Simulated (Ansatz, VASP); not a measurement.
## One calculation of TiS2, two programs

```
Ti S
1.0
     3.41200    0.00000    0.00000
    -1.70600    2.95488    0.00000
     0.00000    0.00000    5.69500
Ti S
1 2
Cartesian
  0.0000 0.0000 0.0000
  0.0000 1.9699 1.4238
  1.7060 0.9850 4.2713
```

Alike in both runs: task relaxation of cell and atoms; functional PBE; dispersion D3(BJ); k mesh 15 × 15 × 8; occupations gaussian, width 0.1 eV; no spin polarisation.

```csv
,VASP,Ansatz
version,VASP 6.6.1,Ansatz 0.2.0
potentials or method,"VASP PAW PBE potentials, release 64 (Ti_sv, S), cutoff 500 eV","scalar-relativistic, plane waves, PAW"
valence electrons in the cell,24,24
```

|  | VASP | Ansatz | Ansatz less VASP |
| --- | --- | --- | --- |
| gap on the k mesh at the Fermi level, each at its own relaxed structure (eV) | none | none | - |
| relaxed volume (Å³/atom) | 17.98 | 18.00 | +0.021 |
| relaxed cell length with the largest relative difference (Å) | 3.358 | 3.361 | +0.0021 |

A gap of «none» marks a metal or a gap that the smearing closes.
